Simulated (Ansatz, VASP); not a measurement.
## WS2 in VASP and in Ansatz

Contents of INCAR:

```
  PREC = Accurate
  ENCUT = 520
  EDIFF = 1E-6
  ISMEAR = 0
  SIGMA = 0.02
  LREAL = F
  LASPH = T
  NELM = 80
  ALGO = Normal
  ISIF = 2
  LWAVE = F
  LCHARG = T
  GGA = PE
  LELF = T
  LVHAR = T
  NBANDS = 20
```

KPOINTS

```
regular mesh
0
Gamma
  12 12 12
```

Contents of POSCAR:

```
WS2
1.0
    1.5970957287      0.9220836489      6.6037615618
   -1.5970957287      0.9220836489      6.6037615618
    0.0000000000     -1.8441672977      6.6037615618
W S
1 2
Direct
    0.0005876814      0.0005876814      0.0005876814
    0.7539477327      0.7539477327      0.7539477327
    0.5767645858      0.5767645858      0.5767645858
```

Input for Ansatz:

```yaml
crystal:
  lattice:
    - [1.5970957287, 0.9220836489, 6.6037615618]
    - [-1.5970957287, 0.9220836489, 6.6037615618]
    - [0.0, -1.8441672977, 6.6037615618]
  atoms:
    - { symbol: W, position: [0.0005876814, 0.0005876814, 0.0005876814] }
    - { symbol: S, position: [0.7539477327, 0.7539477327, 0.7539477327] }
    - { symbol: S, position: [0.5767645858, 0.5767645858, 0.5767645858] }
basis:
  ecutwfc: 420
kpoints:
  mp_grid: { grid: [12, 12, 12] }
hamiltonian:
  xc: pbe
scf:
  occupations: { method: gaussian, width: 0.02 }
output:
  forces: true
  stress: true
  eigenvalues: true
  populations: true
```

Alike in both runs: task single point; functional PBE; k mesh 12 × 12 × 12; occupations gaussian, width 0.02 eV; no spin polarisation.

```csv
,VASP,Ansatz
version,VASP 6.6.1,Ansatz 0.2.0
potentials or method,"VASP PAW PBE potentials, release 64 (W_sv, S), cutoff 520 eV","scalar-relativistic, plane waves, PAW"
valence electrons in the cell,26,26
```

```csv
,VASP,Ansatz,Ansatz less VASP
gap on the k mesh at the Fermi level (eV),1.03,1.03,-0.001
least direct gap on the mesh (eV),1.81,1.81,-0.002
pressure (GPa),-14.2,-14.1,+0.06
"traceless stress, the component that is largest in VASP (GPa)",-11.81,-11.81,+0.005
rms of the force components (eV/Å),1.387,1.387,0.0000
```

Atom by atom the forces differ by 0.001 eV/Å (rms over components).

Neither program's run includes spin-orbit coupling.
